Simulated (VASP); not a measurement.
Set up this calculation in VASP 6.6.1, as the native input.

| Quantity | Value |
| --- | --- |
| Task | single point |
| Functional | PBE |
| Potentials or basis | VASP PAW PBE potentials, release 64 (Ga_d, Ge_d, O) |
| Cutoff | 520 eV |
| k mesh | 3 × 3 × 2 |
| Occupations | gaussian, width 0.15 eV |
| Spin | no spin polarisation |
| Dipole correction | no |
| Further INCAR settings | ALGO = Normal; EDIFF = 1e-06; NBANDS = 45 |

The structure of Ga2Ge2O3 lies in POSCAR:

```
Ga2Ge2O3
1.0
    3.1142437073     -3.4991793785      0.0000000000
    3.1142437073      3.4991793785      0.0000000000
    0.0000000000      0.0000000000      4.7205194372
Ga Ge O
2 2 3
Direct
    0.2703464513      0.7296535487      0.3880386890
    0.7296535487      0.2703464513      0.3880386890
    0.2966442310      0.2966442310     -0.0197474841
    0.7033557690      0.7033557690     -0.0197474841
    0.0000000000      0.5000000000      0.6399232165
    0.5000000000      0.0000000000      0.6399232165
    0.0000000000      0.0000000000      1.1829151274
```

These files were run (other wordings do the same):

INCAR

```
SYSTEM = Ga2Ge2O3
  PREC = Accurate
  ENCUT = 520
  EDIFF = 1E-6
  ISMEAR = 0
  SIGMA = 0.15
  LREAL = .FALSE.
  LASPH = .TRUE.
  NELM = 100
  ALGO = Normal
  ISIF = 2
  LWAVE = .FALSE.
  LCHARG = .FALSE.
  GGA = PE
  NBANDS = 45
```

KPOINTS

```
Automatic mesh
0
G
  3 3 2
  0 0 0
```

Potentials or basis: VASP PAW PBE potentials, release 64 (Ga_d, Ge_d, O).

The run is started by

```bash
$ cat potpaw_PBE.64/Ga_d/POTCAR potpaw_PBE.64/Ge_d/POTCAR potpaw_PBE.64/O/POTCAR > POTCAR
$ mpirun -np 1 vasp_std > vasp.out
```

It gave:

```json
{
  "Pressure": "0.4 GPa",
  "Largest force": "0.076 eV/Å",
  "Band gap on the k mesh": "0.41 eV, indirect (least direct gap 0.60 eV)"
}
```

Caveat: the k points lie up to 0.67 Å⁻¹ apart.

Run time: 32 s on 1 thread of Intel(R) Xeon(R) Platinum 8488C (Sapphire Rapids) (shared host), peak memory 0.21 GiB.
